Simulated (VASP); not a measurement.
Input of a VASP 6.6.1 run:

INCAR

```
PREC = Accurate
ENCUT = 520
EDIFF = 1E-7
ISMEAR = 0
SIGMA = 0.01
LREAL = F
LASPH = T
NELM = 80
ALGO = Normal
ISIF = 2
LWAVE = F
LCHARG = T
GGA = PE
LELF = T
LVHAR = T
NBANDS = 24
```

KPOINTS

```
regular mesh
0
Gamma
  6 6 6
```

POSCAR

```
K2IF
1.0
    2.1741997504      1.2552748112      7.4292651829
   -2.1741997504      1.2552748112      7.4292651829
    0.0000000000     -2.5105496223      7.4292651829
F I K
1 1 2
Direct
    1.0000000000      0.0000000000      0.0000000000
    0.5000000000      0.5000000000      0.5000000000
    0.2704050987      0.2704050987      0.2704050987
    0.7295949013      0.7295949013      0.7295949013
```

Potentials or basis: VASP PAW PBE potentials, release 64 (F, I, K_sv).

Run with:

```bash
$ cat potpaw_PBE.64/F/POTCAR potpaw_PBE.64/I/POTCAR potpaw_PBE.64/K_sv/POTCAR > POTCAR
$ mpirun -np 1 vasp_std > vasp.out
```

(1) Estimate the band gap on the k mesh.

(2) Predict the largest force.

(3) What does it give for the pressure?

Answers

(1) 3.09 eV.

(2) 0.036 eV/Å.

(3) 0.6 GPa.

Caveat: spin-orbit coupling is left out, which moves the levels of the heavy elements.
